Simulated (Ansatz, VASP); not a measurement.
**SnSe2: VASP beside Ansatz**

```
CELL_PARAMETERS angstrom
3.69600 0.00000 0.00000
-1.84800 3.20083 0.00000
0.00000 0.00000 5.36080
ATOMIC_POSITIONS crystal
Sn 0.00000 0.00000 0.00000
Se 0.33333 0.66667 0.26513
Se 0.66667 0.33333 0.73487
```

Alike in both runs: task single point; functional PBE; dispersion D3(BJ); k mesh 12 × 12 × 6; occupations gaussian, width 0.03 eV; no spin polarisation.

|  | VASP | Ansatz |
| --- | --- | --- |
| version | VASP 6.6.1 | Ansatz 0.2.0 |
| potentials or method | VASP PAW PBE potentials, release 64 (Sn_d, Se), cutoff 500 eV | scalar-relativistic, plane waves, PAW |
| valence electrons in the cell | 26 | 46 |

```csv
,VASP,Ansatz,Ansatz less VASP
gap on the k mesh at the Fermi level (eV),0.09,0.10,+0.014
least direct gap on the mesh (eV),0.76,0.77,+0.016
pressure (GPa),20.1,19.9,-0.19
"traceless stress, the component that is largest in VASP (GPa)",2.72,2.73,+0.009
rms of the force components (eV/Å),1.095,1.082,-0.0126
```

Atom by atom the forces differ by 0.013 eV/Å (rms over components). VASP's potentials hold 26 valence electrons a cell and Ansatz's 46, so a difference there can come from the potentials and not from the codes.
